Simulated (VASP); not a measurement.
# Al32H (a cell with a defect) in VASP: a series of runs

Al32H (a cell with a defect) is run at these levels: PBEsol; tasks: single point.

Program: VASP 6.6.1. These are calculated values, not measurements. Logs are shortened: lines on timing, memory, paths and dates and some standing lists are left out, and cuts for length are marked.

**1. The cell of the first run**

The cell holds a defect, 33 atoms: a = 8.100 Å, b = 8.100 Å, c = 8.100 Å, α = 90.00°, β = 90.00°, γ = 90.00°.

**2. Single point, PBEsol**

INCAR reads:

```
SYSTEM = Al32H
  ALGO = Normal
  EDIFF = 1E-6
  ENCUT = 520
  GGA = PS
  ISIF = 2
  ISMEAR = 0
  LASPH = .TRUE.
  LCHARG = .FALSE.
  LREAL = Auto
  LWAVE = .FALSE.
  NBANDS = 70
  NELM = 80
  PREC = Accurate
  SIGMA = 0.15
```

KPOINTS reads:

```
k-points
0
G
  3 3 3
  0 0 0
```

POSCAR reads:

```
Al32H
1.0
    8.1000000000      0.0000000000      0.0000000000
    0.0000000000      8.1000000000      0.0000000000
    0.0000000000      0.0000000000      8.1000000000
Al H
32 1
Direct
    0.5011893827      0.0011290123      0.0013007407
    0.7511154321      0.2484377778     -0.0004544444
    0.7511156790     -0.0006248148      0.2486096296
    0.0011845679     -0.0019193827     -0.0017476543
    0.2507779012      0.2484295062     -0.0013235802
    0.5020487654      0.4985691358      0.0006638272
    0.7487209877      0.7495191358      0.0006670370
    0.2507783951     -0.0014965432      0.2486007407
    0.5025227160      0.2497464198      0.2499169136
    0.7505562963      0.4993102469      0.2508758025
    0.5020490123      0.0004940741      0.4987397531
    0.7505570370      0.2507064198      0.4994796296
    0.7487225926      0.0004980247      0.7496880247
   -0.0033197531      0.4959853086      0.0012667901
    0.2426990123      0.7289929630      0.0211644444
   -0.0005076543      0.2490479012      0.2492187654
    0.2508461728      0.4939822222      0.2561965432
    0.5020371605      0.7495201235      0.2516172840
   -0.0033182716      0.0010962963      0.4961564198
    0.2508461728      0.2560232099      0.4941550617
    0.5025149383      0.5002640741      0.5004344444
    0.7511108642      0.7506325926      0.5017371605
    0.2427029630      0.0209855556      0.7291724691
    0.5020374074      0.2514467901      0.7496898765
    0.7511109877      0.5015656790      0.7508029630
   -0.0033054321      0.7489113580      0.2541882716
   -0.0005007407      0.5009619753      0.5011328395
    0.2507791358      0.7515067901      0.5017756790
   -0.0033040741      0.2540171605      0.7490818519
    0.2507796296      0.5016043210      0.7516793827
    0.5011850617      0.7488958025      0.7490675309
    0.0011708642      0.7519213580      0.7520929630
    0.3159255556      0.8752638272      0.8754424691
```

Potentials or basis: VASP PAW PBE potentials, release 64 (Al, H).

Command:

```sh
cat potpaw_PBE.64/Al/POTCAR potpaw_PBE.64/H/POTCAR > POTCAR
mpirun -np 1 vasp_std > vasp.out
```

OUTCAR:

```text
SYSTEM = Al32H
   EDIFF = 1E-6
   ENCUT = 520
   GGA = PS
   ISIF = 2
   ISMEAR = 0
   LASPH = .TRUE.
   LREAL = Auto
   NELM = 80
   PREC = Accurate

 ion  position               nearest neighbor table
   1  0.501  0.001  0.001-  33 2.08   9 2.85   2 2.85   3 2.85   8 2.85   5 2.85   7 2.86  13 2.86
                            18 2.87  24 2.87  31 2.89  23 3.04  15 3.04
   2  0.751  0.248  1.000-  14 2.82  29 2.84   1 2.85  13 2.85  16 2.85   3 2.85  24 2.86   9 2.86
                             6 2.86   4 2.87  25 2.87  10 2.88
   3  0.751  0.999  0.249-  19 2.82  26 2.84   1 2.85   7 2.85  16 2.85   2 2.85  18 2.86   9 2.86
                            11 2.86   4 2.87  22 2.87  12 2.88
   4  0.001  0.998  0.998-  32 2.82   8 2.86   5 2.86   3 2.87   2 2.87   7 2.87  13 2.87  16 2.87
                            26 2.89  29 2.89  23 2.93  15 2.93
   5  0.251  0.248  0.999-   1 2.85  23 2.86   8 2.86   4 2.86  30 2.86  24 2.87   6 2.87  14 2.87
                            16 2.87   9 2.88  17 2.88  29 2.89
   6  0.502  0.499  0.001-  15 2.82   7 2.85   9 2.85  24 2.85  10 2.86  25 2.86   2 2.86  30 2.87
                             5 2.87  18 2.87  31 2.87  17 2.90
   7  0.749  0.750  0.001-   6 2.85  18 2.85   3 2.85  25 2.85  31 2.86   1 2.86  10 2.87  32 2.87
                             4 2.87  14 2.87  26 2.87  13 2.87
   8  0.251  0.999  0.249-   1 2.85  15 2.86   5 2.86   4 2.86  28 2.86  18 2.87  11 2.87  19 2.87
                            16 2.87   9 2.88  20 2.88  26 2.89
   9  0.503  0.250  0.250-  17 2.84  20 2.84   1 2.85  12 2.85  10 2.85  11 2.85   6 2.85   2 2.86
[... 32 lines left out ...]
                            24 2.86  32 2.87   2 2.87  12 2.88
  26  0.997  0.749  0.254-  15 2.75  22 2.82  19 2.83  27 2.83  10 2.84   3 2.84   7 2.87  28 2.87
                             8 2.89   4 2.89  14 2.90  17 2.92
  27  0.999  0.501  0.501-  29 2.83  26 2.83  17 2.84  20 2.84  25 2.85  22 2.85  12 2.86  10 2.86
                            28 2.87  30 2.87  32 2.87  16 2.89
  28  0.251  0.752  0.502-  31 2.85  23 2.86  30 2.86  32 2.86   8 2.86  11 2.87  18 2.87  26 2.87
                            27 2.87  21 2.88  17 2.88  19 2.89
  29  0.997  0.254  0.749-  23 2.75  25 2.82  14 2.83  27 2.83  12 2.84   2 2.84  13 2.87  30 2.87
                             5 2.89   4 2.89  19 2.90  20 2.92
  30  0.251  0.502  0.752-  31 2.85  15 2.86  28 2.86  32 2.86   5 2.86   6 2.87  24 2.87  29 2.87
                            27 2.87  21 2.88  20 2.88  14 2.89
  31  0.501  0.749  0.749-  33 2.09  21 2.85  25 2.85  22 2.85  30 2.85  28 2.85   7 2.86  13 2.86
                             6 2.87  11 2.87   1 2.89  23 3.04  15 3.04
  32  0.001  0.752  0.752-   4 2.82  28 2.86  30 2.86  25 2.87  22 2.87   7 2.87  13 2.87  27 2.87
                            14 2.89  19 2.89  23 2.93  15 2.93
  33  0.316  0.875  0.875-  23 1.77  15 1.77   1 2.08  31 2.09

  LATTYP: Found a simple cubic cell.
 ALAT       =     8.1000000000

  Lattice vectors:

 A1 = (   8.1000000000,   0.0000000000,   0.0000000000)
 A2 = (   0.0000000000,   8.1000000000,   0.0000000000)
 A3 = (   0.0000000000,   0.0000000000,   8.1000000000)

Analysis of symmetry for initial positions (statically):
[... 189 lines left out ...]
   ISMEAR =     0;   SIGMA  =   0.15  broadening in eV -4-tet -1-fermi 0-gaus
   EFERMI_NEDOS =   21; number of points for ismear=-14 and -15
   IALGO  =     38    algorithm
   IMIX   =      4    mixing-type and parameters
     AMIX     =   0.40;   BMIX     =  1.00
     AMIX_MAG =   1.60;   BMIX_MAG =  1.00
  volume/ion in A,a.u.               =      16.10       108.68
  Fermi-wavevector in a.u.,A,eV,Ry     =   0.928639  1.754874 11.733269  0.862371
  Thomas-Fermi vector in A             =   2.054837
   LORBIT       =      0    0 simple, 1 ext, 2 COOP (PROOUT), +10 PAW based schemes
   GGA     = PS    functional components
   LHFCALC =     F    Hartree Fock is set to
   AEXX    =    0.0000 exact exchange contribution
   IVDW    =     0    specifies the selected vdW correction
   LEPSILON=     F    determine dielectric tensor
   LRPA    =     F    only Hartree local field effects (RPA)
 non-spin polarized calculation
 Gauss-broadening in eV      SIGMA  =   0.15
  energy-cutoff  :      520.00
  volume of cell :      531.44
 maximum number of plane-waves:     14358
   NGX = 31   NGY = 31   NGZ = 31

 number of electron      96.9999998 magnetization

 Free energy of the ion-electron system (eV)
  ---------------------------------------------------
  ext. energy  EPLUGINS =         0.00000000
  ---------------------------------------------------
  free energy    TOTEN  =      -134.26371589 eV

  energy without entropy =     -134.17461918  energy(sigma->0) =     -134.21916754

 E-fermi :   7.7941     XC(G=0): -10.2544

 val. band max:        7.7784275291   @ k =   0.3333   0.0000   0.0000
 cond. band min:       7.8058034666   @ k =   0.0000   0.3333   0.0000
 fundamental gap:      0.0273759376
 Fermi energy:         7.7941136535

 k-point     1 :       0.0000    0.0000    0.0000
  band No.  band energies     occupation
      1      -3.3016      2.00000
      2      -1.5564      2.00000
      3      -1.0131      2.00000
      4      -0.9890      2.00000
      5      -0.9686      2.00000
      6      -0.9492      2.00000
[... 619 lines left out ...]
     59       9.6818      0.00000
     60       9.7133      0.00000
 [bands above 60 left out]

------------------------ aborting loop because EDIFF is reached ----------------------------------------

  FORCE on cell =-STRESS in cart. coord.  units (eV):
  Direction    XX          YY          ZZ          XY          YZ          ZX
  --------------------------------------------------------------------------------------
  -------------------------------------------------------------------------------------
  Total       -4.0020768     -2.4934413     -2.4934413      0.0025183     -1.7114634      0.0025183
  in kB      -12.0653785     -7.5171752     -7.5171752      0.0075922     -5.1596844      0.0075922
  external PRESSURE =      -9.0332429 kB  Pullay stress =       0.0000000 kB

 VOLUME and BASIS-vectors are now :
 -----------------------------------------------------------------------------
  energy-cutoff  :      520.00
  volume of cell :      531.44
      direct lattice vectors                 reciprocal lattice vectors
     8.100000000  0.000000000  0.000000000     0.123456790  0.000000000  0.000000000
     0.000000000  8.100000000  0.000000000     0.000000000  0.123456790  0.000000000
     0.000000000  0.000000000  8.100000000     0.000000000  0.000000000  0.123456790

 POSITION                                       TOTAL-FORCE (eV/Angst)
 -----------------------------------------------------------------------------------
      4.05963      0.00914      0.01054         0.009839      0.033879      0.033879
      6.08404      2.01235      8.09632        -0.002788      0.001456      0.001093
      6.08404      8.09494      2.01374        -0.002788      0.001093      0.001456
      0.00959      8.08445      8.08584        -0.005939     -0.006669     -0.006669
      2.03130      2.01228      8.08928        -0.007293      0.000549     -0.002426
      4.06659      4.03841      0.00538        -0.019516      0.008538      0.000439
[... 25 lines left out ...]
      0.00948      6.09056      6.09195        -0.004916      0.007057      0.007057
      2.55900      7.08964      7.09108         0.493492     -0.000365     -0.000365
 -----------------------------------------------------------------------------------
    total drift:                                0.043240      0.021209     -0.019554

  FREE ENERGIE OF THE ION-ELECTRON SYSTEM (eV)
  ---------------------------------------------------
  free  energy   TOTEN  =      -134.2637158918 eV

  energy  without entropy=     -134.1746191800  energy(sigma->0) =     -134.21916754
```

stdout:

```text
POSCAR found type information on POSCAR AlH
 POSCAR found :  2 types and      33 ions
 scaLAPACK will be used
 -----------------------------------------------------------------------------
|                                                                             |
|                                                                             |
|     You enforced a specific xc type in the INCAR file but a different       |
|     I HOPE YOU KNOW WHAT YOU ARE DOING!                                     |
|                                                                             |
 -----------------------------------------------------------------------------

 LDA part: xc-table for (Slater+PW92), standard interpolation
 POSCAR, INCAR and KPOINTS ok, starting setup
 FFT: planning ... GRIDC
 FFT: planning ... GRID_SOFT
 FFT: planning ... GRID
 WAVECAR not read
 entering main loop
```

Run time: 6 min. Hardware: 1 thread of Intel Xeon 6975P-C (Granite Rapids), shared host; peak memory 0.58 GiB.

Results:

```yaml
Free_energy: -134.2637 eV
Pressure: -0.9 GPa
Largest_force: 0.493 eV/Å
Band_gap_on_the_k_mesh: zero (an odd number of electrons rules out a gap without spin polarisation)
```

Forces in eV/Å, atoms in the order of the input:
```
Al   0.010  0.034  0.034
Al  -0.003  0.001  0.001
Al  -0.003  0.001  0.001
Al  -0.006 -0.007 -0.007
Al  -0.007  0.001 -0.002
Al  -0.020  0.009  0.000
Al  -0.030  0.002 -0.001
Al  -0.007 -0.002  0.001
Al  -0.006  0.001  0.001
Al  -0.006 -0.006  0.006
Al  -0.020  0.000  0.009
Al  -0.006  0.006 -0.006
Al  -0.030 -0.001  0.002
Al  -0.021 -0.009  0.006
Al  -0.085  0.034 -0.035
Al  -0.009 -0.006 -0.006
Al  -0.014  0.009 -0.009
Al  -0.020  0.001 -0.008
Al  -0.021  0.006 -0.009
Al  -0.014 -0.009  0.009
Al  -0.006 -0.001 -0.001
Al  -0.003 -0.001 -0.002
Al  -0.085 -0.035  0.034
Al  -0.020 -0.008  0.001
Al  -0.003 -0.002 -0.001
Al  -0.021 -0.006  0.009
Al  -0.007  0.007  0.007
Al  -0.008  0.002 -0.001
Al  -0.021  0.009 -0.006
Al  -0.008 -0.001  0.002
Al   0.010 -0.035 -0.035
Al  -0.005  0.007  0.007
H    0.493  0.000  0.000
```

Caveat: the PAW data sets were made with another functional, which shifts forces and pressure a little.

**3. Single point, PBEsol**

INCAR reads:

```
SYSTEM = Al32H
  PREC = Accurate
  ENCUT = 520
  EDIFF = 1E-6
  ISMEAR = 0
  SIGMA = 0.15
  LREAL = Auto
  LASPH = .True.
  NELM = 100
  ALGO = Normal
  ISIF = 2
  LWAVE = .False.
  LCHARG = .True.
  GGA = PS
  LELF = .True.
  LVHAR = .True.
  NBANDS = 70
```

KPOINTS reads:

```
regular mesh
0
Gamma
  3 3 3
  0 0 0
```

POSCAR reads:

```
Al32H
1.0
    8.1000000000      0.0000000000      0.0000000000
    0.0000000000      8.1000000000      0.0000000000
    0.0000000000      0.0000000000      8.1000000000
Al H
32 1
Direct
    0.4988528395     -0.0018995062     -0.0017624691
    0.7489217284      0.2484562963     -0.0004695062
    0.7489219753     -0.0006054321      0.2485935802
   -0.0011497531      0.0011459259      0.0012834568
    0.2492592593      0.2484488889     -0.0013387654
    0.5033559259      0.4960059259      0.0012514815
    0.7513149383      0.7495383951      0.0006528395
    0.2492586420     -0.0014771605      0.2485856790
    0.5005453086      0.2490676543      0.2492035802
    0.7494800000      0.4993298765      0.2508612346
    0.5033556790      0.0011160494      0.4961413580
    0.7494802469      0.2507264198      0.4994648148
    0.7513141975      0.0005182716      0.7496729630
   -0.0020139506      0.4985872840      0.0006497531
    0.2573313580      0.7290062963      0.0211556790
   -0.0024865432      0.2497650617      0.2499016049
    0.2491902469      0.4940002469      0.2561835802
    0.5033414815      0.7489314815      0.2541724691
   -0.0020129630      0.0005138272      0.4987241975
    0.2491909877      0.2560446914      0.4941386420
    0.5005385185      0.5009820988      0.5011180247
    0.7489265432      0.7506528395      0.5017237037
    0.2573314815      0.0210117284      0.7291508642
    0.5033413580      0.2540371605      0.7490669136
    0.7489267901      0.5015866667      0.7507886420
   -0.0020022222      0.7495392593      0.2516043210
   -0.0024783951      0.5002844444      0.5004209877
    0.2492580247      0.7515269136      0.5017613580
   -0.0020013580      0.2514674074      0.7496753086
    0.2492575309      0.5016244444      0.7516649383
    0.4988666667      0.7519411111      0.7520781481
   -0.0011450617      0.7489183951      0.7490559259
    0.1841555556      0.8752859259      0.8754286420
```

Potentials or basis: VASP PAW PBE potentials, release 64 (Al, H).

Command:

```sh
cat potpaw_PBE.64/Al/POTCAR potpaw_PBE.64/H/POTCAR > POTCAR
mpirun -np 1 vasp_std > vasp.out
```

Run time: 4.7 min. Hardware: 1 thread of Intel Xeon 6975P-C (Granite Rapids), shared host; peak memory 0.58 GiB.

Results (log left out):

```
Free energy            : -134.2635 eV
Pressure               : -0.9 GPa
Largest force          : 0.494 eV/Å
Band gap on the k mesh : zero (an odd number of electrons rules out a gap without spin polarisation)
```

Forces in eV/Å, atoms in the order of the input:
```
Al   0.006 -0.007 -0.007
Al   0.003  0.001  0.001
Al   0.003  0.001  0.001
Al  -0.010  0.034  0.034
Al   0.007  0.000 -0.002
Al   0.020 -0.009  0.006
Al   0.030  0.002 -0.001
Al   0.007 -0.002  0.000
Al   0.009 -0.007 -0.007
Al   0.007 -0.005  0.006
Al   0.020  0.006 -0.009
Al   0.007  0.006 -0.005
Al   0.030 -0.001  0.002
Al   0.019  0.008  0.001
Al   0.085  0.034 -0.035
Al   0.005  0.001  0.001
Al   0.015  0.009 -0.010
Al   0.021 -0.007  0.009
Al   0.019  0.001  0.008
Al   0.015 -0.010  0.009
Al   0.007  0.007  0.007
Al   0.003 -0.001 -0.002
Al   0.085 -0.035  0.034
Al   0.021  0.009 -0.007
Al   0.003 -0.002 -0.001
Al   0.019  0.001 -0.008
Al   0.006 -0.001 -0.001
Al   0.008  0.001  0.000
Al   0.019 -0.008  0.001
Al   0.008  0.000  0.001
Al   0.005  0.007  0.007
Al  -0.011 -0.035 -0.035
H   -0.494  0.000  0.000
```

Stress tensor (GPa, compression positive):
```
-1.21  0.00  0.00
 0.00 -0.75 -0.52
 0.00 -0.52 -0.75
```

Levels at points of the mesh, in eV from the Fermi level:
```csv
k point,band 46,band 47,band 48,band 49,band 50,band 51
"(0.00, 0.00, 0.00)",0.19,0.19,0.20,0.22,0.28,0.30
```

Caveat: the PAW data sets were made with another functional, which shifts forces and pressure a little.

The gap in the log of VASP goes by the Fermi energy; the results here count the filled bands.